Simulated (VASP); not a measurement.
## SiC (Moissanite 3C): relaxation of cell and atoms with PBEsol

The system is SiC (Moissanite 3C).

```
Si C
1.0
     0.00000    2.17900    2.17900
     2.17900    0.00000    2.17900
     2.17900    2.17900    0.00000
Si C
1 1
Direct
  0.00000 0.00000 0.00000
  0.75000 0.75000 0.75000
```

```json
{
 "Program": "VASP 6.6.1",
 "Task": "relaxation of cell and atoms",
 "Functional": "PBEsol",
 "Potentials or basis": "VASP PAW PBE potentials, release 64 (Si, C)",
 "Cutoff": "600 eV",
 "k mesh": "10 × 10 × 10",
 "Occupations": "fermi-dirac, width 0.05 eV",
 "Spin": "no spin polarisation",
 "Target pressure": "10 GPa",
 "Dipole correction": "no",
 "Further INCAR settings": "ALGO = Normal; EDIFF = 1e-07; IBRION = 2; EDIFFG = -0.02; NSW = 80; ISIF = 3"
}
```

The relaxed volume is 9.93 Å³/atom. The relaxed cell is a = 3.040 Å, b = 3.040 Å, c = 3.040 Å, α = 60.00°, β = 60.00°, γ = 60.00°. The space group after relaxing (to 0.05 Å) is F-43m (No. 216). The energy change on relaxing (the enthalpy is what falls) is +12.5 meV/atom, the ionic steps are 3 and the pressure after relaxing is 9.9 GPa. The band gap on the k mesh is 1.20 eV, indirect (least direct gap 4.49 eV).

The path:
```tsv
step	energy change (eV)	largest force (eV/Å)	pressure (GPa)	volume (Å³)
1	0.0000	0.0000	0.04	20.69
2	0.1357	0.0000	25.11	18.83
3	0.0249	0.0000	9.88	19.86
```

Final structure:
```yaml
crystal:
  lattice:
    - [0.00000, 2.14934, 2.14934]
    - [2.14934, 0.00000, 2.14934]
    - [2.14934, 2.14934, 0.00000]
  atoms:
    - { symbol: Si, position: [0.00000, 0.00000, 0.00000] }
    - { symbol: C, position: [0.75000, 0.75000, 0.75000] }
```

Levels at points of the mesh, in eV from the valence-band top:
```tsv
k point	band 2	band 3	band 4	band 5	band 6	band 7
(0.00, 0.00, 0.00)	0.00	0.00	0.00	6.67	7.53	7.53
(0.50, 0.00, 0.00)	-8.83	-1.06	-1.06	5.75	7.31	7.31
(0.50, 0.50, 0.00)	-7.97	-3.29	-3.29	1.20	4.34	14.43
```

Run time: 36 s on 1 thread of Intel(R) Xeon(R) Platinum 8375C CPU @ 2.90GHz (Ice Lake), on a shared host, peak memory 0.15 GiB.

Caveat: the cell is relaxed towards a set pressure, so the enthalpy falls and the energy may rise; the PAW data sets were made with another functional, which shifts forces and pressure a little. Expect the measured gap to be larger: semilocal functionals such as PBEsol lack the derivative discontinuity.
